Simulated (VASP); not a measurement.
**Si: single point with BLYP**

The system is Si.

```
CELL_PARAMETERS angstrom
0.00000 2.72185 2.72185
2.72185 0.00000 2.72185
2.72185 2.72185 0.00000
ATOMIC_POSITIONS crystal
Si 0.50000 0.50000 0.50000
Si 0.75000 0.75000 0.75000
```

```yaml
Program: VASP 6.6.1
Task: single point
Functional: BLYP
Potentials_or_basis: VASP PAW PBE potentials, release 64 (Si)
Cutoff: 520 eV
k_mesh: 8 × 8 × 8
Occupations: fermi-dirac, width 0.05 eV
Spin: collinear spin, ferromagnetic start
Starting_moments: "[0.5, 0.5] μB"
```

```
Pressure                                              : 4.4 GPa
Band gap on the k mesh                                : 0.85 eV, indirect (least direct gap 2.70 eV)
Net moment                                            : 0.00 μB per cell
Valence electrons inside the program's atomic spheres : Si 1.70
```

Levels at points of the mesh, in eV from the valence-band top:
Spin up:
```csv
k point,band 1,band 2,band 3,band 4,band 5,band 6,band 7,band 8
"(0.00, 0.00, 0.00)",-11.82,0.00,0.00,0.00,2.70,2.70,2.70,3.24
"(0.50, 0.00, 0.00)",-9.55,-6.83,-1.16,-1.16,1.61,3.53,3.53,8.07
"(0.50, 0.50, 0.00)",-7.75,-7.75,-2.76,-2.76,0.96,0.96,10.10,10.10
```
Spin down:
```tsv
k point	band 2	band 3	band 4	band 5	band 6	band 7
(0.00, 0.00, 0.00)	0.00	0.00	0.00	2.70	2.70	2.70
(0.50, 0.00, 0.00)	-6.83	-1.16	-1.16	1.61	3.53	3.53
(0.50, 0.50, 0.00)	-7.75	-2.76	-2.76	0.96	0.96	10.10
```

Wall time 56 s on 1 thread of AMD EPYC 7R43 64-Core Processor (Zen 3), with other jobs on the host, peak memory 0.15 GiB.

Caveat: the PAW data sets were made with another functional, which shifts forces and pressure a little. A k mesh can miss the band edges.
